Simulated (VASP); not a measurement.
# MgI2 (P-1) in VASP: a series of runs

Runs on MgI2. Level: PBEsol. Tasks: single point.

Program: VASP 6.6.1. These are calculated values, not measurements. Logs are shortened: lines on timing, memory, paths and dates and some standing lists are left out, and cuts for length are marked.

## Step 1: The cell of the first run

The typed cell holds 3 atoms: a = 4.154 Å, b = 4.190 Å, c = 6.863 Å, α = 90.41°, β = 91.14°, γ = 120.85°.

## Step 2: Single point, PBEsol (equal xy, yz and zx shear strains of -2 %)

INCAR reads:

```
ALGO     = Normal         # electronic algorithm
EDIFF    = 1E-7           # SCF threshold, eV
ENCUT    = 520            # plane-wave cutoff, eV
GGA      = PS             # functional
ISIF     = 2              # what is computed and relaxed
ISMEAR   = -1             # smearing method
LASPH    = True           # aspherical terms in the spheres
LCHARG   = False          # write CHGCAR
LREAL    = False          # projectors in reciprocal space
LWAVE    = False          # write WAVECAR
NBANDS   = 15             # bands
NELM     = 100            # most SCF steps
PREC     = Accurate       # precision mode
SIGMA    = 0.03           # smearing width, eV
```

KPOINTS reads:

```
k-points
0
Gamma
  7 7 4
```

POSCAR reads:

```
MgI2
1.0
    4.1537001214     -0.0415370012     -0.0415370012
   -2.1128221589      3.6179783254     -0.0152035976
   -0.0686200000     -0.0686200000      6.8620000000
Mg I
1 2
Direct
    0.0000000000      0.0000000000      0.0000000000
    0.3333333333      0.6666666667      0.7576300000
    0.6666666667      0.3333333333      0.2423700000
```

Potentials or basis: VASP PAW PBE potentials, release 64 (Mg, I).

On the command line:

```console
$ cat potpaw_PBE.64/Mg/POTCAR potpaw_PBE.64/I/POTCAR > POTCAR
$ mpirun -np 1 vasp_std > vasp.out
```

OUTCAR:

```text
EDIFF = 1E-7
   ENCUT = 520
   GGA = PS
   ISIF = 2
   ISMEAR = -1
   LASPH = True
   LREAL = False
   NELM = 100
   PREC = Accurate

 ion  position               nearest neighbor table
   1  0.000  0.000  0.000-   3 2.86   2 2.86   3 2.95   2 2.95   3 2.95   2 2.95
   2  0.333  0.667  0.758-   1 2.86   1 2.95   1 2.95
   3  0.667  0.333  0.242-   1 2.86   1 2.95   1 2.95

  LATTYP: Found a triclinic cell.
 ALAT       =     4.1181713052
 B/A-ratio  =     1.0087281861
 C/A-ratio  =     1.6664401884
 COS(alpha) =     0.0198960208
 COS(beta)  =     0.0274156886
 COS(gamma) =     0.4869832430

  Lattice vectors:

 A1 = (   2.0408779625,   3.5764413242,  -0.0567405988)
 A2 = (   4.1537001214,  -0.0415370012,  -0.0415370012)
 A3 = (   0.0686200000,   0.0686200000,  -6.8620000000)

Analysis of symmetry for initial positions (statically):
=====================================================================
 Subroutine PRICEL returns:
 Original cell was already a primitive cell.

 Routine SETGRP: Setting up the symmetry group for a
 triclinic supercell.

 Subroutine GETGRP returns: Found  2 space group operations
 (whereof  2 operations were pure point group operations)
 out of a pool of  2 trial point group operations.

The static configuration has the point symmetry S_2 .

Analysis of symmetry for dynamics (positions and initial velocities):
=====================================================================
 Subroutine PRICEL returns:
 Original cell was already a primitive cell.

 Routine SETGRP: Setting up the symmetry group for a
 triclinic supercell.

 Subroutine GETGRP returns: Found  2 space group operations
 (whereof  2 operations were pure point group operations)
 out of a pool of  2 trial point group operations.

The dynamic configuration has the point symmetry S_2 .

 Subroutine INISYM returns: Found  2 space group operations
 (whereof  2 operations are pure point group operations),
 and found     1 'primitive' translations

----------------------------------------------------------------------------------------

                                     Primitive cell

  volume of cell :     102.4992

  direct lattice vectors                    reciprocal lattice vectors
     4.153700121 -0.041537001 -0.041537001     0.242202140  0.141457005  0.003836591
    -2.112822159  3.617978325 -0.015203598     0.002808580  0.278049408  0.002808580
    -0.068620000 -0.068620000  6.862000000     0.001472319  0.001472319  0.145759554

  length of vectors
     4.154115471  4.189751280  6.862686166     0.280511463  0.278077776  0.145774425

  position of ions in fractional coordinates (direct lattice)
     0.000000000  0.000000000  0.000000000
     0.333333333  0.666666667  0.757630000
     0.666666667  0.333333333  0.242370000

  ion indices of the primitive-cell ions
   primitive index   ion index
                 1           1
                 2           2
                 3           3

----------------------------------------------------------------------------------------

 KPOINTS: k-points

Automatic generation of k-mesh.
 Grid dimensions read from file:
 generate k-points for:    7    7    4

 Generating k-lattice:

  Cartesian coordinates                     Fractional coordinates (reciprocal lattice)
     0.034600306  0.020208144  0.000548084     0.142857143  0.000000000  0.000000000
     0.000401226  0.039721344  0.000401226     0.000000000  0.142857143 -0.000000000
     0.000368080  0.000368080  0.036439889     0.000000000 -0.000000000  0.250000000

  Length of vectors
     0.040073066  0.039725397  0.036443606

  Shift w.r.t. Gamma in fractional coordinates (k-lattice)
     0.000000000  0.000000000  0.000000000

 Subroutine IBZKPT returns following result:
 ===========================================

 Found     99 irreducible k-points:

 Following reciprocal coordinates:
            Coordinates               Weight
  0.000000  0.000000  0.000000      1.000000
  0.142857 -0.000000 -0.000000      2.000000
  0.285714  0.000000 -0.000000      2.000000
  0.428571 -0.000000 -0.000000      2.000000
  0.000000  0.142857  0.000000      2.000000
  0.142857  0.142857 -0.000000      2.000000
[... 16 lines left out ...]
 -0.428571  0.428571 -0.000000      2.000000
 -0.285714  0.428571 -0.000000      2.000000
 [... further k-points ...]
   k-points           NKPTS =     99   k-points in BZ     NKDIM =     99   number of bands    NBANDS=     15
   number of dos      NEDOS =    301   number of ions     NIONS =      3
   total plane-waves  NPLWV =  55296
   dimension x,y,z NGX =    32 NGY =   32 NGZ =   54
   dimension x,y,z NGXF=    64 NGYF=   64 NGZF=  108
   ions per type =               1   2
   NGX,Y,Z   is equivalent  to a cutoff of  12.81, 12.70, 13.08 a.u.
   NGXF,Y,Z  is equivalent  to a cutoff of  25.61, 25.39, 26.16 a.u.
 SYSTEM =  unknown system
   PREC   = accura    normal or accurate (medium, high low for compatibility)
   ISTART =      0    job   : 0-new  1-cont  2-samecut
   ICHARG =      2    charge: 1-file 2-atom 10-const
   ISPIN  =      1    spin polarized calculation?
   LNONCOLLINEAR =      F non collinear calculations
   LSORBIT =      F    spin-orbit coupling
   LASPH  =      T    aspherical Exc in radial PAW
   ENCUT  =  520.0 eV  38.22 Ry    6.18 a.u.   7.72  7.79 12.76*2*pi/ulx,y,z
   NELM   =    100;   NELMIN=  2; NELMDL= -5     # of ELM steps
   EDIFF  = 0.1E-06   stopping-criterion for ELM
   LREAL  =      F    real-space projection
   EDIFFG = 0.1E-05   stopping-criterion for IOM
   NSW    =      0    number of steps for IOM
   IBRION =     -1    ionic relax: 0-MD 1-quasi-New 2-CG
   NFREE  =      0    steps in history (QN), initial steepest desc. (CG)
   ISIF   =      2    stress and relaxation
   ISYM   =      2    0-nonsym 1-usesym 2-fastsym
   POTIM  = 0.5000    time-step for ionic-motion
   TEBEG  =    0.0;   TEEND  =   0.0 temperature during run
   PSTRESS=    0.0 pullay stress
   NELECT =      16.0000    total number of electrons
   NUPDOWN=      -1.0000    fix difference up-down
   EMIN   =  10.00;   EMAX   =-10.00  energy-range for DOS
   EFERMI =   0.00;   METHOD = LEGACY
   ISMEAR =    -1;   SIGMA  =   0.03  broadening in eV -4-tet -1-fermi 0-gaus
   EFERMI_NEDOS =   21; number of points for ismear=-14 and -15
   IALGO  =     38    algorithm
   IMIX   =      4    mixing-type and parameters
     AMIX     =   0.40;   BMIX     =  1.00
     AMIX_MAG =   1.60;   BMIX_MAG =  1.00
  volume/ion in A,a.u.               =      34.17       230.57
  Fermi-wavevector in a.u.,A,eV,Ry     =   0.881471  1.665739 10.571605  0.776991
  Thomas-Fermi vector in A             =   2.001972
   LORBIT       =      0    0 simple, 1 ext, 2 COOP (PROOUT), +10 PAW based schemes
   GGA     = PS    functional components
   LHFCALC =     F    Hartree Fock is set to
   AEXX    =    0.0000 exact exchange contribution
   IVDW    =     0    specifies the selected vdW correction
   LEPSILON=     F    determine dielectric tensor
   LRPA    =     F    only Hartree local field effects (RPA)
 non-spin polarized calculation
  energy-cutoff  :      520.00
  volume of cell :      102.50
 maximum number of plane-waves:      2782
   NGX = 15   NGY = 15   NGZ = 25

 number of electron      16.0000001 magnetization

 Free energy of the ion-electron system (eV)
  ---------------------------------------------------
  ext. energy  EPLUGINS =         0.00000000
  ---------------------------------------------------
  free energy    TOTEN  =        -8.41326362 eV

  energy without entropy =       -8.41326362  energy(sigma->0) =       -8.41326362

 E-fermi :   2.8754     XC(G=0):  -8.3747

 val. band max:        2.2437181633   @ k =   0.0000   0.0000   0.0000
 cond. band min:       5.6707760792   @ k =   0.4286  -0.0000   0.2500
 fundamental gap:      3.4270579158
 Fermi energy:         2.8754431968

 k-point     1 :       0.0000    0.0000    0.0000
  band No.  band energies     occupation
      1      -9.8998      2.00000
      2      -9.1783      2.00000
      3      -1.3588      2.00000
      4       1.7199      2.00000
      5       1.7923      2.00000
      6       2.1028      2.00000
      7       2.1802      2.00000
      8       2.2437      2.00000
      9       5.8096      0.00000
     10       6.8532      0.00000
     11       8.6995      0.00000
     12       9.0340      0.00000
     13       9.6195      0.00000
     14      10.2185      0.00000
     15      10.3958      0.00000

 k-point     2 :       0.1429   -0.0000   -0.0000
  band No.  band energies     occupation
      1      -9.7911      2.00000
      2      -9.1211      2.00000
      3      -1.2059      2.00000
      4       0.9766      2.00000
      5       1.4290      2.00000
      6       1.4836      2.00000
      7       2.1052      2.00000
      8       2.1702      2.00000
      9       6.6052      0.00000
     10       7.4428      0.00000
     11       8.3692      0.00000
     12       9.0347      0.00000
     13       9.4783      0.00000
     14      10.2285      0.00000
     15      10.5513      0.00000

 k-point     3 :       0.2857    0.0000   -0.0000
  band No.  band energies     occupation
      1      -9.5132      2.00000
      2      -8.9996      2.00000
      3      -0.9084      2.00000
      4      -0.2502      2.00000
      5       0.4209      2.00000
      6       1.0567      2.00000
      7       1.8826      2.00000
      8       1.9261      2.00000
      9       6.4721      0.00000
     10       7.5710      0.00000
     11       8.2646      0.00000
     12       9.2304      0.00000
     13       9.5979      0.00000
     14      10.4479      0.00000
     15      11.0179      0.00000

 k-point     4 :       0.4286   -0.0000   -0.0000
  band No.  band energies     occupation
      1      -9.2242      2.00000
      2      -8.9365      2.00000
      3      -1.3484      2.00000
      4      -0.5549      2.00000
      5       0.2226      2.00000
      6       0.7887      2.00000
      7       1.4333      2.00000
      8       1.7461      2.00000
      9       5.8440      0.00000
     10       7.4122      0.00000
     11       7.6535      0.00000
     12       9.0526      0.00000
     13      10.3082      0.00000
     14      11.1969      0.00000
     15      11.8859      0.00000
[... 307 lines left out ...]
 k-point    22 :       0.4286    0.4286   -0.0000
  band No.  band energies     occupation
      1      -9.1537      2.00000
      2      -8.9747      2.00000
      3      -1.3219      2.00000
      4      -0.5214      2.00000
      5       0.3410      2.00000
      6       0.4798      2.00000
      7       1.2593      2.00000
      8       1.3425      2.00000
      9       6.2066      0.00000
     10       7.9317      0.00000
     11       8.3132      0.00000
     12       9.3074      0.00000
     13      10.1023      0.00000
     14      11.1321      0.00000
     15      11.6718      0.00000

 k-point    23 :      -0.4286    0.4286   -0.0000
  band No.  band energies     occupation
      1      -9.2542      2.00000
      2      -8.9772      2.00000
      3      -1.3202      2.00000
      4      -0.5807      2.00000
      5       0.2155      2.00000
      6       0.9338      2.00000
      7       1.4148      2.00000
      8       1.8382      2.00000
      9       5.9456      0.00000
     10       7.5275      0.00000
     11       7.7377      0.00000
     12       9.2715      0.00000
     13      10.0486      0.00000
     14      11.1992      0.00000
     15      11.9019      0.00000

 k-point    24 :      -0.2857    0.4286   -0.0000
  band No.  band energies     occupation
      1      -9.3312      2.00000
      2      -8.9726      2.00000
      3      -1.0275      2.00000
      4      -0.3699      2.00000
      5       0.1613      2.00000
      6       0.7172      2.00000
      7       1.3817      2.00000
      8       1.6468      2.00000
      9       6.5136      0.00000
     10       8.2331      0.00000
     11       8.3723      0.00000
     12       9.1962      0.00000
     13       9.8111      0.00000
     14      10.1372      0.00000
     15      11.2510      0.00000

 [... further k-points ...]
[... 5 lines left out ...]
  --------------------------------------------------------------------------------------
  -------------------------------------------------------------------------------------
  Total       -0.1507628     -0.2095972      0.0736423      0.2416233      0.2179809      0.2495791
  in kB       -2.3565915     -3.2762386      1.1511119      3.7768425      3.4072859      3.9012005
  external PRESSURE =      -1.4939061 kB  Pullay stress =       0.0000000 kB

 VOLUME and BASIS-vectors are now :
 -----------------------------------------------------------------------------
  energy-cutoff  :      520.00
  volume of cell :      102.50
      direct lattice vectors                 reciprocal lattice vectors
     4.153700121 -0.041537001 -0.041537001     0.242202140  0.141457005  0.003836591
    -2.112822159  3.617978325 -0.015203598     0.002808580  0.278049408  0.002808580
    -0.068620000 -0.068620000  6.862000000     0.001472319  0.001472319  0.145759554

 POSITION                                       TOTAL-FORCE (eV/Angst)
 -----------------------------------------------------------------------------------
      0.00000      0.00000      0.00000         0.000000      0.000000      0.000000
     -0.07597      2.34615      5.17488        -0.064475     -0.057818      0.027569
      2.04823      1.16167      1.63038         0.064475      0.057818     -0.027569
 -----------------------------------------------------------------------------------
    total drift:                               -0.000000      0.000000     -0.000000

  FREE ENERGIE OF THE ION-ELECTRON SYSTEM (eV)
  ---------------------------------------------------
  free  energy   TOTEN  =        -8.4132636206 eV

  energy  without entropy=       -8.4132636206  energy(sigma->0) =       -8.41326362
```

Run time: 3.7 min. Hardware: 1 thread of Oxide Virtual Turin-like, shared host; peak memory 0.29 GiB.

Results:

| Property | Result |
| --- | --- |
| Free energy | -8.4133 eV |
| Pressure | -0.1 GPa |
| Largest force | 0.091 eV/Å |
| Band gap on the k mesh | 3.43 eV, indirect (least direct gap 3.57 eV) |

Forces in eV/Å, atoms in the order of the input:
```
Mg   0.000  0.000  0.000
I   -0.064 -0.058  0.028
I    0.064  0.058 -0.028
```

Caveat: the cell differs from its parent crystal (equal xy, yz and zx shear strains of -2 %); the PAW data sets were made with another functional, which shifts forces and pressure a little; spin-orbit coupling is left out, which moves the levels of the heavy elements. A k mesh can miss the band edges.

## Step 3: Single point, PBEsol (equal xy, yz and zx shear strains of +2 %)

INCAR reads:

```
SYSTEM = MgI2
PREC     = Accurate       ! precision mode
ENCUT    = 520            ! plane-wave cutoff, eV
EDIFF    = 1E-6           ! SCF threshold, eV
ISMEAR   = -1             ! smearing method
SIGMA    = 0.03           ! smearing width, eV
LREAL    = .FALSE.        ! projectors in reciprocal space
LASPH    = .TRUE.         ! aspherical terms in the spheres
NELM     = 60             ! most SCF steps
ALGO     = Normal         ! electronic algorithm
ISIF     = 2              ! what is computed and relaxed
LWAVE    = .FALSE.        ! write WAVECAR
LCHARG   = .FALSE.        ! write CHGCAR
GGA      = PS             ! functional
NBANDS   = 15             ! bands
```

KPOINTS reads:

```
Automatic mesh
0
G
  7 7 4
  0 0 0
```

POSCAR reads:

```
MgI2
1.0
    4.1537001214      0.0415370012      0.0415370012
   -2.0408779625      3.5764413242      0.0152035976
    0.0686200000      0.0686200000      6.8620000000
Mg I
1 2
Direct
    0.0000000000      0.0000000000      0.0000000000
    0.3333333333      0.6666666667      0.7576300000
    0.6666666667      0.3333333333      0.2423700000
```

Potentials or basis: VASP PAW PBE potentials, release 64 (Mg, I).

On the command line:

```console
$ cat potpaw_PBE.64/Mg/POTCAR potpaw_PBE.64/I/POTCAR > POTCAR
$ mpirun -np 1 vasp_std > vasp.out
```

It took 3.5 min on 1 thread of Oxide Virtual Turin-like, shared host; peak memory 0.29 GiB.

Results (log left out):

```
Free energy            : -8.4138 eV
Pressure               : -0.2 GPa
Largest force          : 0.082 eV/Å
Band gap on the k mesh : 3.41 eV, indirect (least direct gap 3.56 eV)
```

Forces on the atoms (eV/Å):
```
Mg   0.000  0.000  0.000
I    0.057  0.052  0.028
I   -0.057 -0.052 -0.028
```

Stress tensor (GPa, compression positive):
```
-0.33 -0.34 -0.35
-0.34 -0.25 -0.32
-0.35 -0.32  0.11
```

Levels at points of the mesh, in eV from the valence-band top:
| k point | band 6 | band 7 | band 8 | band 9 | band 10 | band 11 |
| --- | --- | --- | --- | --- | --- | --- |
| (0.00, 0.00, 0.00) | -0.13 | -0.08 | 0.00 | 3.56 | 4.61 | 6.47 |
| (0.00, 0.00, 0.50) | -0.34 | -0.25 | -0.16 | 4.55 | 4.69 | 6.30 |

Caveat: the cell differs from its parent crystal (equal xy, yz and zx shear strains of +2 %); the PAW data sets were made with another functional, which shifts forces and pressure a little; spin-orbit coupling is left out, which moves the levels of the heavy elements. A k mesh can miss the band edges.
